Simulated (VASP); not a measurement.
Here is a VASP 6.6.1 calculation.

INCAR

```
SYSTEM = Si2Mo
PREC     = Accurate       ! precision mode
ENCUT    = 520            ! plane-wave cutoff, eV
EDIFF    = 1E-6           ! SCF threshold, eV
ISMEAR   = 0              ! smearing method
SIGMA    = 0.01           ! smearing width, eV
LREAL    = .FALSE.        ! projectors in reciprocal space
LASPH    = .TRUE.         ! aspherical terms in the spheres
NELM     = 100            ! most SCF steps
ALGO     = Normal         ! electronic algorithm
ISIF     = 2              ! what is computed and relaxed
LWAVE    = .FALSE.        ! write WAVECAR
LCHARG   = .FALSE.        ! write CHGCAR
GGA      = PS             ! functional
NBANDS   = 43             ! bands
```

KPOINTS

```
Automatic mesh
0
G
  9 9 6
  0 0 0
```

POSCAR

```
Si2Mo
1.0
    4.5747399305      0.0000000000      0.0000000000
   -2.2873699652      3.9618409955      0.0000000000
    0.0000000000      0.0000000000      6.5669195395
Si Mo
6 3
Direct
    0.1641667992      0.8358332008      0.8333333333
    0.3283335985      0.1641667992      0.1666666667
    0.8358332008      0.6716664015      0.5000000000
    0.8358332008      0.1641667992      0.8333333333
    0.6716664015      0.8358332008      0.1666666667
    0.1641667992      0.3283335985      0.5000000000
    0.5000000000      0.0000000000      0.5000000000
    0.0000000000      0.5000000000      0.1666666667
    0.5000000000      0.5000000000      0.8333333333
```

Potentials or basis: VASP PAW PBE potentials, release 64 (Si, Mo_sv).

Command:

```console
$ cat potpaw_PBE.64/Si/POTCAR potpaw_PBE.64/Mo_sv/POTCAR > POTCAR
$ mpirun -np 1 vasp_std > vasp.out
```

(1) Predict the pressure.

(2) What does it give for the band gap on the k mesh?

Results:

(1) 0.3 GPa.

(2) 0.17 eV (least direct gap 0.59 eV).

Caveat: the PAW data sets were made with another functional, which shifts forces and pressure a little; an odd mesh through Γ misses points on the zone boundary, where band edges can lie.
